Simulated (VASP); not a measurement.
Set up this calculation in VASP 6.6.1, as the native input.

```yaml
Task: single point
Functional: r2SCAN
Potentials_or_basis: VASP PAW PBE potentials, release 64 (B, N)
Cutoff: 520 eV
k_mesh: 12 × 12 × 12
Occupations: gaussian, width 0.05 eV
Spin: no spin polarisation
Dipole_correction: no
Further_INCAR_settings: ALGO = Normal; EDIFF = 1e-06; NBANDS = 11
```

Crystal: BN.

```
B N
1.0
     0.00000    1.81300    1.81300
     1.81300    0.00000    1.81300
     1.81300    1.81300    0.00000
B N
1 1
Direct
  0.00000 0.00000 0.00000
  0.75000 0.75000 0.75000
```

These files were run (other wordings do the same):

POSCAR

```
BN
1.0
    0.0000000000      1.8130010000      1.8130010000
    1.8130010000      0.0000000000      1.8130010000
    1.8130010000      1.8130010000      0.0000000000
B N
1 1
Direct
    0.0000000000      0.0000000000      0.0000000000
    0.7500000000      0.7500000000      0.7500000000
```

INCAR.step1

```
SYSTEM = BN
PREC     = Accurate       ! precision mode
ENCUT    = 520            ! plane-wave cutoff, eV
ISMEAR   = 0              ! smearing method
SIGMA    = 0.05           ! smearing width, eV
LREAL    = .FALSE.        ! projectors in reciprocal space
LASPH    = .TRUE.         ! aspherical terms in the spheres
NELM     = 60             ! most SCF steps
NBANDS   = 11             ! bands
GGA      = PE             ! functional
ALGO     = Normal         ! electronic algorithm
EDIFF    = 1E-4           ! SCF threshold, eV
LWAVE    = .TRUE.         ! write WAVECAR
LCHARG   = .FALSE.        ! write CHGCAR
```

INCAR.step2

```
SYSTEM = BN
PREC     = Accurate       ! precision mode
ENCUT    = 520            ! plane-wave cutoff, eV
EDIFF    = 1E-6           ! SCF threshold, eV
ISMEAR   = 0              ! smearing method
SIGMA    = 0.05           ! smearing width, eV
LREAL    = .FALSE.        ! projectors in reciprocal space
LASPH    = .TRUE.         ! aspherical terms in the spheres
NELM     = 60             ! most SCF steps
ALGO     = Normal         ! electronic algorithm
ISIF     = 2              ! what is computed and relaxed
LWAVE    = .FALSE.        ! write WAVECAR
LCHARG   = .TRUE.         ! write CHGCAR
METAGGA  = R2SCAN         ! meta-GGA
LMIXTAU  = .TRUE.       
LELF     = .TRUE.         ! ELF
LVHAR    = .TRUE.       
NBANDS   = 11             ! bands
ISTART   = 1
```

KPOINTS

```
Automatic mesh
0
G
  12 12 12
  0 0 0
```

Potentials or basis: VASP PAW PBE potentials, release 64 (B, N).

Command:

```console
$ cat potpaw_PBE.64/B/POTCAR potpaw_PBE.64/N/POTCAR > POTCAR
$ cp INCAR.step1 INCAR
$ mpirun -np 1 vasp_std > vasp.out
$ cp INCAR.step2 INCAR
$ mpirun -np 1 vasp_std > vasp.out
```

Results of the run:

* Pressure: -4.1 GPa
* Band gap on the k mesh: 4.96 eV, indirect (least direct gap 9.48 eV)

Caveat: the PAW data sets were made with another functional, which shifts forces and pressure a little.

Wall time 16 s on 1 thread of Intel(R) Xeon(R) 6975P-C (Granite Rapids), with other jobs on the host, peak memory 0.12 GiB.
